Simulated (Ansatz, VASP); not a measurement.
# MgCd3Se4: VASP beside Ansatz

```xyz
8
Lattice="2.9334 1.6936 5.8466 -2.9334 1.6936 5.8466 0.0000 -3.3872 5.8466" Properties=species:S:1:pos:R:3 pbc="T T T"
Mg    0.0000    0.0000    8.7699
Cd    0.0000   -1.6936    2.9233
Cd    1.4667    0.8468    2.9233
Cd   -1.4667    0.8468    2.9233
Se    0.0000    1.6936    5.8466
Se   -1.4667   -0.8468    5.8466
Se    1.4667   -0.8468    5.8466
Se    0.0000    0.0000    0.0000
```

Alike in both runs: functional PBE; k mesh 2 × 2 × 2; occupations gaussian, width 0.15 eV; no spin polarisation.

Ansatz relaxed the structure, and its values are those at the end. VASP's run is a single point on that final structure, the one shown.

|  | VASP | Ansatz |
| --- | --- | --- |
| version | VASP 6.6.1 | Ansatz 0.2.0 |
| potentials or method | VASP PAW PBE potentials, release 64 (Mg, Cd, Se), cutoff 600 eV | scalar-relativistic, plane waves, PAW |
| valence electrons in the cell | 62 | 134 |

```csv
,VASP,Ansatz,Ansatz less VASP
gap on the k mesh at the Fermi level (eV),none,none,-
pressure (GPa),0.0,0.0,-0.06
```

A gap of «none» marks a metal or a gap that the smearing closes. VASP's potentials hold 62 valence electrons a cell and Ansatz's 134, so a difference there can come from the potentials and not from the codes.

The k mesh is coarse, so the values compare programs but aren't converged.
